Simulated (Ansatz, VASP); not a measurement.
# As: VASP beside Ansatz

INCAR

```
SYSTEM = As
ALGO = Normal
EDIFF = 1E-7
ENCUT = 520
GGA = PS
ISIF = 2
ISMEAR = -1
LASPH = .True.
LCHARG = .True.
LELF = .True.
LREAL = .False.
LVHAR = .True.
LWAVE = .False.
NBANDS = 12
NELM = 100
PREC = Accurate
SIGMA = 0.1
```

KPOINTS

```
k-points
0
Gamma
  16 16 10
  0 0 0
```

Contents of POSCAR:

```
As
1.0
   -2.9257273378      2.5663424529      1.3372382335
    2.5663424529     -2.9257273378      1.3372382335
    2.8562834949      2.8562834949     -1.9954523083
As
2
Direct
    0.0213414237      0.9786585763      0.0000000000
    0.7286585763      0.2713414237      0.5000000000
```

Input for Ansatz:

```yaml
crystal:
  lattice:
    - [-2.9257273378, 2.5663424529, 1.3372382335]
    - [2.5663424529, -2.9257273378, 1.3372382335]
    - [2.8562834949, 2.8562834949, -1.9954523083]
  atoms:
    - { symbol: As, position: [0.0213414237, 0.9786585763, 0.0] }
    - { symbol: As, position: [0.7286585763, 0.2713414237, 0.5] }
hamiltonian:
  xc: pbesol
  pseudopotentials:
    kind: paw
    azcp:
      As: "pseudopotentials/As.paw.azcp"
basis:
  ecutwfc: 420
  fft_grid_basis: typed
kpoints:
  mp_grid: { grid: [16, 16, 10], shift: [0, 0, 0] }
magnetization:
  spin_polarized: false
scf:
  occupations: { method: fermi_dirac, width: 0.1 }
  lower_state_search: "off"
output:
  stress: true
```

Alike in both runs: task single point; functional PBEsol; k mesh 16 × 16 × 10; occupations fermi-dirac, width 0.1 eV; no spin polarisation.

|  | VASP | Ansatz |
| --- | --- | --- |
| version | VASP 6.6.1 | Ansatz 0.2.0 |
| potentials or method | VASP PAW PBE potentials, release 64 (As), cutoff 520 eV | plane waves (420 eV) with PAW, scalar-relativistic |
| valence electrons in the cell | 10 | 30 |

```tsv
	VASP	Ansatz	Ansatz less VASP
pressure (GPa)	8.6	8.0	-0.61
traceless stress, the component that is largest in VASP (GPa)	0.90	0.84	-0.061
```

VASP's potentials were made for PBE, not for PBEsol, and Ansatz warns of the same on its side. VASP's potentials hold 10 valence electrons a cell and Ansatz's 30, so a difference there can come from the potentials and not from the codes.
